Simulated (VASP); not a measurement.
SiC:

```
Si C
1.0
     0.00000    2.17400    2.17400
     2.17400    0.00000    2.17400
     2.17400    2.17400    0.00000
Si C
1 1
Direct
  0.00000 0.00000 0.00000
  0.75000 0.75000 0.75000
```

Base run:

```yaml
Program: VASP 6.6.1
Functional: PBE
Potentials_or_basis: VASP PAW PBE potentials, release 64 (Si, C)
Cutoff: 520 eV
k_mesh: 16 × 16 × 16
Occupations: fermi-dirac, width 0.05 eV
Spin: no spin polarisation
```

Its results: band gap on the k mesh 1.35 eV, indirect (least direct gap 4.55 eV); pressure 4.8 GPa.

Question: After a change of settings the same cell gave: band gap on the k mesh 1.81 eV, indirect (least direct gap 4.80 eV); pressure 4.9 GPa. Which change was it?
A. k mesh from 16 × 16 × 16 to 8 × 8 × 8
B. k mesh from 16 × 16 × 16 to 12 × 12 × 12; further incar settings from ALGO = Normal; EDIFF = 1e-08; NBANDS = 11 to ALGO = Normal; EDIFF = 1e-06; NBANDS = 11
C. k mesh from 16 × 16 × 16 to 8 × 8 × 8; further incar settings from ALGO = Normal; EDIFF = 1e-08; NBANDS = 11 to ALGO = Normal; EDIFF = 1e-07; NBANDS = 11
D. k mesh from 16 × 16 × 16 to 5 × 5 × 5

Answer: D.

Caveats: some runs use coarse meshes.
